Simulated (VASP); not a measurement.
A run of VASP 6.6.1 is set up as follows.

File INCAR:

```
PREC = Accurate
ENCUT = 600
EDIFF = 1E-7
ISMEAR = 0
SIGMA = 0.1
LREAL = F
LASPH = T
NELM = 80
ALGO = Normal
ISIF = 3
LWAVE = F
LCHARG = F
GGA = PE
IBRION = 2
NSW = 100
EDIFFG = -0.01
```

KPOINTS

```
regular mesh
0
Gamma
  12 12 8
```

The input POSCAR:

```
Se
1.0
    3.8231310433      0.0000000000      0.0000000000
   -1.9115655217      3.3109286055      0.0000000000
    0.0000000000      0.0000000000      6.0563166466
Se
3
Direct
    0.6666666667      0.3333333333      0.6959068697
    0.6666666667      0.3333333333      0.3040931303
    0.0000000000      0.0000000000      0.0000000000
```

Potentials or basis: VASP PAW PBE potentials, release 64 (Se).

The run is started by

```sh
$ cat potpaw_PBE.64/Se/POTCAR > POTCAR
$ mpirun -np 1 vasp_std > vasp.out
```

(1) What does it give for the space group after relaxing (to 0.05 Å)?

(2) What does it give for the relaxed volume?

(3) Estimate the relaxed cell.

(4) Predict the band gap on the k mesh.

Answers

(1) P-6m2 (No. 187).

(2) 25.76 Å³/atom.

(3) a = 3.834 Å, b = 3.834 Å, c = 6.071 Å, α = 90.00°, β = 90.00°, γ = 120.00°.

(4) zero (band 9 reaches 3.85 eV, above the bottom of band 10 at 3.04 eV).
